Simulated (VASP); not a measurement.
The system is Ir.

```
CELL_PARAMETERS angstrom
0.00000 1.92696 1.92696
1.92696 0.00000 1.92696
1.92696 1.92696 0.00000
ATOMIC_POSITIONS crystal
Ir 0.00000 0.00000 0.00000
```

- Program: VASP 6.6.1
- Task: relaxation of cell and atoms
- Functional: PBEsol
- Potentials or basis: VASP PAW PBE potentials, release 64 (Ir)
- Cutoff: 600 eV
- k mesh: 18 × 18 × 18
- Occupations: gaussian, width 0.1 eV
- Spin: no spin polarisation

At the start: pressure -5.9 GPa; volume 14.31 Å³/atom.

Task: How do energy, volume and symmetry change on relaxing?

Result: Over 4 steps the energy falls by 4.2 meV/atom and the volume is 14.09 Å³/atom (-1.6 %); space group Fm-3m (No. 225, to 0.1 Å) before and after.

Step by step:
```tsv
step	energy change (eV)	largest force (eV/Å)	pressure (GPa)	volume (Å³)
1	0.0000	0.0000	-5.95	14.31
2	0.0663	0.0000	28.34	13.24
3	-0.0042	0.0000	-0.14	14.09
4	-0.0042	0.0000	-0.01	14.09
```

Final structure:
```
CELL_PARAMETERS angstrom
0.00000 1.91690 1.91690
1.91690 0.00000 1.91690
1.91690 1.91690 0.00000
ATOMIC_POSITIONS crystal
Ir 0.00000 0.00000 0.00000
```

Caveat: the PAW data sets were made with another functional, which shifts forces and pressure a little.
